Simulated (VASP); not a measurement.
# MnHg (Pm-3m) in VASP: single point with r2SCAN

Aim: the single point of MnHg with r2SCAN.

Program: VASP 6.6.1. These are calculated values, not measurements. Logs are shortened: lines on timing, memory, paths and dates and some standing lists are left out, and cuts for length are marked.

## 1. The cell of the first run

It takes space group Pm-3m (No. 221, cubic). The conventional cell has a = 3.305 Å, b = 3.305 Å, c = 3.305 Å, α = 90.00°, β = 90.00°, γ = 90.00°. Within 3.8 Å of Mn (site symmetry m-3m) lie 8 Hg at 2.86 Å and 6 Mn at 3.30 Å. Hg (site symmetry m-3m) has 8 Mn at 2.86 Å and 6 Hg at 3.30 Å within 3.8 Å.

## 2. Single point, r2SCAN

Input file POSCAR:

```
MnHg
1.0
    3.3045690000      0.0000000000      0.0000000000
    0.0000000000      3.3045690000      0.0000000000
    0.0000000000      0.0000000000      3.3045690000
Mn Hg
1 1
Direct
    0.5000000000      0.5000000000      0.5000000000
    0.0000000000      0.0000000000      0.0000000000
```

Input file INCAR.step1:

```
SYSTEM = MnHg
  ALGO = Normal
  EDIFF = 1E-5
  ENCUT = 550
  GGA = PE
  GGA_COMPAT = .False.
  ISMEAR = -1
  LASPH = .True.
  LCHARG = .False.
  LREAL = .False.
  LWAVE = .True.
  NBANDS = 20
  NELM = 120
  PREC = Accurate
  SIGMA = 0.1
```

Input file INCAR.step2:

```
SYSTEM = MnHg
  ALGO = Normal
  EDIFF = 1E-6
  ENCUT = 550
  GGA_COMPAT = .False.
  ISIF = 2
  ISMEAR = -1
  ISTART = 1
  LASPH = .True.
  LCHARG = .False.
  LMIXTAU = .True.
  LREAL = .False.
  LWAVE = .False.
  METAGGA = R2SCAN
  NBANDS = 20
  NELM = 120
  PREC = Accurate
  SIGMA = 0.1
```

Input file KPOINTS:

```
k-points
0
Gamma
  10 10 10
  0 0 0
```

Potentials or basis: VASP PAW PBE potentials, release 64 (Mn_pv, Hg).

Run with:

```console
> cat potpaw_PBE.64/Mn_pv/POTCAR potpaw_PBE.64/Hg/POTCAR > POTCAR
> cp INCAR.step1 INCAR
> mpirun -np 1 vasp_std > vasp.out
> cp INCAR.step2 INCAR
> mpirun -np 1 vasp_std > vasp.out
```

OUTCAR:

```text
SYSTEM = MnHg
   EDIFF = 1E-6
   ENCUT = 550
   ISIF = 2
   ISMEAR = -1
   ISTART = 1
   LASPH = .True.
   LREAL = .False.
   METAGGA = R2SCAN
   NELM = 120
   PREC = Accurate

 ion  position               nearest neighbor table
   1  0.500  0.500  0.500-   2 2.86   2 2.86   2 2.86   2 2.86   2 2.86   2 2.86   2 2.86   2 2.86

   2  0.000  0.000  0.000-   1 2.86   1 2.86   1 2.86   1 2.86   1 2.86   1 2.86   1 2.86   1 2.86

  LATTYP: Found a simple cubic cell.
 ALAT       =     3.3045690000

  Lattice vectors:

 A1 = (   3.3045690000,   0.0000000000,   0.0000000000)
 A2 = (   0.0000000000,   3.3045690000,   0.0000000000)
 A3 = (   0.0000000000,   0.0000000000,   3.3045690000)

Analysis of symmetry for initial positions (statically):
=====================================================================
 Subroutine PRICEL returns:
 Original cell was already a primitive cell.

 Routine SETGRP: Setting up the symmetry group for a
 simple cubic supercell.

 Subroutine GETGRP returns: Found 48 space group operations
 (whereof 48 operations were pure point group operations)
 out of a pool of 48 trial point group operations.

The static configuration has the point symmetry O_h .

Analysis of symmetry for dynamics (positions and initial velocities):
=====================================================================
 Subroutine PRICEL returns:
 Original cell was already a primitive cell.

 Routine SETGRP: Setting up the symmetry group for a
 simple cubic supercell.

 Subroutine GETGRP returns: Found 48 space group operations
 (whereof 48 operations were pure point group operations)
 out of a pool of 48 trial point group operations.

The dynamic configuration has the point symmetry O_h .

 Subroutine INISYM returns: Found 48 space group operations
 (whereof 48 operations are pure point group operations),
 and found     1 'primitive' translations

----------------------------------------------------------------------------------------

                                     Primitive cell

  volume of cell :      36.0865

  direct lattice vectors                    reciprocal lattice vectors
     3.304569000  0.000000000  0.000000000     0.302611324  0.000000000  0.000000000
     0.000000000  3.304569000  0.000000000     0.000000000  0.302611324  0.000000000
     0.000000000  0.000000000  3.304569000     0.000000000  0.000000000  0.302611324

  length of vectors
     3.304569000  3.304569000  3.304569000     0.302611324  0.302611324  0.302611324

  position of ions in fractional coordinates (direct lattice)
     0.500000000  0.500000000  0.500000000
     0.000000000  0.000000000  0.000000000

  ion indices of the primitive-cell ions
   primitive index   ion index
                 1           1
                 2           2

----------------------------------------------------------------------------------------

 KPOINTS: k-points

Automatic generation of k-mesh.
 Grid dimensions read from file:
 generate k-points for:   10   10   10

 Generating k-lattice:

  Cartesian coordinates                     Fractional coordinates (reciprocal lattice)
     0.030261132  0.000000000  0.000000000     0.100000000  0.000000000  0.000000000
     0.000000000  0.030261132  0.000000000     0.000000000  0.100000000  0.000000000
     0.000000000  0.000000000  0.030261132     0.000000000  0.000000000  0.100000000

  Length of vectors
     0.030261132  0.030261132  0.030261132

  Shift w.r.t. Gamma in fractional coordinates (k-lattice)
     0.000000000  0.000000000  0.000000000

 Subroutine IBZKPT returns following result:
 ===========================================

 Found     56 irreducible k-points:

 Following reciprocal coordinates:
            Coordinates               Weight
  0.000000  0.000000  0.000000      1.000000
  0.100000  0.000000  0.000000      6.000000
  0.200000  0.000000  0.000000      6.000000
  0.300000  0.000000  0.000000      6.000000
  0.400000  0.000000  0.000000      6.000000
  0.500000  0.000000  0.000000      3.000000
[... 16 lines left out ...]
  0.200000  0.100000  0.100000     24.000000
  0.300000  0.100000  0.100000     24.000000
 [... further k-points ...]
   k-points           NKPTS =     56   k-points in BZ     NKDIM =     56   number of bands    NBANDS=     20
   number of dos      NEDOS =    301   number of ions     NIONS =      2
   total plane-waves  NPLWV =  21952
   dimension x,y,z NGX =    28 NGY =   28 NGZ =   28
   dimension x,y,z NGXF=    56 NGYF=   56 NGZF=   56
   ions per type =               1   1
   NGX,Y,Z   is equivalent  to a cutoff of  14.09, 14.09, 14.09 a.u.
   NGXF,Y,Z  is equivalent  to a cutoff of  28.17, 28.17, 28.17 a.u.
 SYSTEM =  MnHg
   PREC   = accura    normal or accurate (medium, high low for compatibility)
   ISTART =      1    job   : 0-new  1-cont  2-samecut
   ICHARG =      0    charge: 1-file 2-atom 10-const
   ISPIN  =      1    spin polarized calculation?
   LNONCOLLINEAR =      F non collinear calculations
   LSORBIT =      F    spin-orbit coupling
   LASPH  =      T    aspherical Exc in radial PAW
   ENCUT  =  550.0 eV  40.42 Ry    6.36 a.u.   6.32  6.32  6.32*2*pi/ulx,y,z
   NELM   =    120;   NELMIN=  2; NELMDL=  0     # of ELM steps
   EDIFF  = 0.1E-05   stopping-criterion for ELM
   LREAL  =      F    real-space projection
   EDIFFG = 0.1E-04   stopping-criterion for IOM
   NSW    =      0    number of steps for IOM
   IBRION =     -1    ionic relax: 0-MD 1-quasi-New 2-CG
   NFREE  =      0    steps in history (QN), initial steepest desc. (CG)
   ISIF   =      2    stress and relaxation
   ISYM   =      2    0-nonsym 1-usesym 2-fastsym
   POTIM  = 0.5000    time-step for ionic-motion
   TEBEG  =    0.0;   TEEND  =   0.0 temperature during run
   PSTRESS=    0.0 pullay stress
   NELECT =      25.0000    total number of electrons
   NUPDOWN=      -1.0000    fix difference up-down
   EMIN   =  10.00;   EMAX   =-10.00  energy-range for DOS
   EFERMI =   0.00;   METHOD = LEGACY
   ISMEAR =    -1;   SIGMA  =   0.10  broadening in eV -4-tet -1-fermi 0-gaus
   EFERMI_NEDOS =   21; number of points for ismear=-14 and -15
   IALGO  =     38    algorithm
   IMIX   =      4    mixing-type and parameters
     AMIX     =   0.40;   BMIX     =  1.00
     AMIX_MAG =   1.60;   BMIX_MAG =  1.00
  volume/ion in A,a.u.               =      18.04       121.76
  Fermi-wavevector in a.u.,A,eV,Ry     =   1.448572  2.737404 28.549922  2.098360
  Thomas-Fermi vector in A             =   2.566397
   LORBIT       =      0    0 simple, 1 ext, 2 COOP (PROOUT), +10 PAW based schemes
   METAGGA = R2SCAN    functional components
   LHFCALC =     F    Hartree Fock is set to
   AEXX    =    0.0000 exact exchange contribution
   IVDW    =     0    specifies the selected vdW correction
   LEPSILON=     F    determine dielectric tensor
   LRPA    =     F    only Hartree local field effects (RPA)
 non-spin polarized calculation
  energy-cutoff  :      550.00
  volume of cell :       36.09
 maximum number of plane-waves:      1082
 NGX is ok and might be reduce to    28
   NGX = 13   NGY = 13   NGZ = 13

 number of electron      25.0000016 magnetization

 Free energy of the ion-electron system (eV)
  ---------------------------------------------------
  ext. energy  EPLUGINS =         0.00000000
  ---------------------------------------------------
  free energy    TOTEN  =       -61.40784141 eV

  energy without entropy =      -61.23558258  energy(sigma->0) =      -61.32171199

 E-fermi :   4.7734     XC(G=0): -12.7177

 val. band max:        4.7611259464   @ k =   0.3000   0.3000   0.2000
 cond. band min:       4.7742677472   @ k =   0.3000   0.2000   0.2000
 fundamental gap:      0.0131418008
 Fermi energy:         4.7734018957

 k-point     1 :       0.0000    0.0000    0.0000
  band No.  band energies     occupation
      1     -44.6595      2.00000
      2     -44.6595      2.00000
      3     -44.6595      2.00000
      4      -4.5580      2.00000
      5      -3.3923      2.00000
      6      -3.3923      2.00000
[... 12 lines left out ...]
     19      17.4495      0.00000
     20      17.4495      0.00000

 k-point     2 :       0.1000    0.0000    0.0000
  band No.  band energies     occupation
      1     -44.6613      2.00000
      2     -44.6593      2.00000
      3     -44.6593      2.00000
      4      -4.3964      2.00000
      5      -3.3690      2.00000
      6      -3.3145      2.00000
[... 12 lines left out ...]
     19      17.4725      0.00000
     20      18.3365      0.00000

 k-point     3 :       0.2000    0.0000    0.0000
  band No.  band energies     occupation
      1     -44.6663      2.00000
      2     -44.6590      2.00000
      3     -44.6590      2.00000
      4      -3.9760      2.00000
      5      -3.3068      2.00000
      6      -3.0389      2.00000
[... 12 lines left out ...]
     19      17.5433      0.00000
     20      20.8918      0.00000

 k-point     4 :       0.3000    0.0000    0.0000
  band No.  band energies     occupation
      1     -44.6724      2.00000
      2     -44.6587      2.00000
      3     -44.6587      2.00000
      4      -3.5505      2.00000
      5      -3.2277      2.00000
      6      -2.4186      2.00000
[... 12 lines left out ...]
     19      17.6633      0.00000
     20      20.6233      0.00000

 k-point     5 :       0.4000    0.0000    0.0000
  band No.  band energies     occupation
      1     -44.6773      2.00000
      2     -44.6584      2.00000
      3     -44.6584      2.00000
      4      -3.3153      2.00000
      5      -3.1617      2.00000
      6      -2.5070      2.00000
[... 12 lines left out ...]
     19      17.8106      0.00000
     20      19.1928      0.00000

 k-point     6 :       0.5000    0.0000    0.0000
  band No.  band energies     occupation
      1     -44.6792      2.00000
      2     -44.6582      2.00000
      3     -44.6582      2.00000
      4      -3.2413      2.00000
      5      -3.1360      2.00000
      6      -2.5402      2.00000
[... 12 lines left out ...]
     19      17.8730      0.00000
     20      17.8730      0.00000

 k-point     7 :       0.1000    0.1000    0.0000
  band No.  band energies     occupation
      1     -44.6613      2.00000
      2     -44.6611      2.00000
      3     -44.6592      2.00000
      4      -4.2361      2.00000
      5      -3.3182      2.00000
      6      -3.2681      2.00000
[... 12 lines left out ...]
     19      18.2012      0.00000
     20      18.4930      0.00000
[... 277 lines left out ...]
 k-point    20 :       0.5000    0.4000    0.0000
  band No.  band energies     occupation
      1     -44.6771      2.00000
      2     -44.6751      2.00000
      3     -44.6567      2.00000
      4      -3.4759      2.00000
      5      -3.1459      2.00000
      6      -2.6244      2.00000
[... 12 lines left out ...]
     19      18.0812      0.00000
     20      18.1243      0.00000

 k-point    21 :       0.5000    0.5000    0.0000
  band No.  band energies     occupation
      1     -44.6769      2.00000
      2     -44.6769      2.00000
      3     -44.6566      2.00000
      4      -3.5480      2.00000
      5      -3.1431      2.00000
      6      -2.6332      2.00000
[... 12 lines left out ...]
     19      18.0677      0.00000
     20      18.0677      0.00000

 k-point    22 :       0.1000    0.1000    0.1000
  band No.  band energies     occupation
      1     -44.6613      2.00000
      2     -44.6610      2.00000
      3     -44.6610      2.00000
      4      -4.0752      2.00000
      5      -3.2472      2.00000
      6      -3.2472      2.00000
[... 12 lines left out ...]
     19      18.5308      0.00000
     20      18.5308      0.00000

 k-point    23 :       0.2000    0.1000    0.1000
  band No.  band energies     occupation
      1     -44.6660      2.00000
      2     -44.6608      2.00000
      3     -44.6607      2.00000
      4      -3.6736      2.00000
      5      -3.1913      2.00000
      6      -2.9922      2.00000
[... 12 lines left out ...]
     19      18.5896      0.00000
     20      20.3972      0.00000

 k-point    24 :       0.3000    0.1000    0.1000
  band No.  band energies     occupation
      1     -44.6720      2.00000
      2     -44.6603      2.00000
      3     -44.6603      2.00000
      4      -3.3171      2.00000
      5      -3.1194      2.00000
      6      -2.6463      2.00000
[... 12 lines left out ...]
     19      18.2406      0.00000
     20      18.8283      0.00000

 [... further k-points ...]
[... 5 lines left out ...]
  --------------------------------------------------------------------------------------
  -------------------------------------------------------------------------------------
  Total       -3.7974291     -3.7974291     -3.7974291      0.0000000      0.0000000     -0.0000000
  in kB     -168.5993075   -168.5993075   -168.5993075      0.0000000      0.0000000     -0.0000000
  external PRESSURE =    -168.5993075 kB  Pullay stress =       0.0000000 kB

 VOLUME and BASIS-vectors are now :
 -----------------------------------------------------------------------------
  energy-cutoff  :      550.00
  volume of cell :       36.09
      direct lattice vectors                 reciprocal lattice vectors
     3.304569000  0.000000000  0.000000000     0.302611324  0.000000000  0.000000000
     0.000000000  3.304569000  0.000000000     0.000000000  0.302611324  0.000000000
     0.000000000  0.000000000  3.304569000     0.000000000  0.000000000  0.302611324

 POSITION                                       TOTAL-FORCE (eV/Angst)
 -----------------------------------------------------------------------------------
      1.65228      1.65228      1.65228         0.000000      0.000000      0.000000
      0.00000      0.00000      0.00000         0.000000      0.000000      0.000000
 -----------------------------------------------------------------------------------
    total drift:                                0.000000      0.000000      0.000000

  FREE ENERGIE OF THE ION-ELECTRON SYSTEM (eV)
  ---------------------------------------------------
  free  energy   TOTEN  =       -61.4078414085 eV

  energy  without entropy=      -61.2355825784  energy(sigma->0) =      -61.32171199
```

Run time: 83 s. Hardware: 1 thread of Intel Xeon 6975P-C (Granite Rapids), shared host; peak memory 0.19 GiB.

Results:

```
Free energy : -61.4078 eV
Pressure    : -16.9 GPa
```

Caveat: the PAW data sets were made with another functional, which shifts forces and pressure a little; spin-orbit coupling is left out, which moves the levels of the heavy elements. Spin polarisation is off, so any magnetic state and its effect on volume and gap are missing.
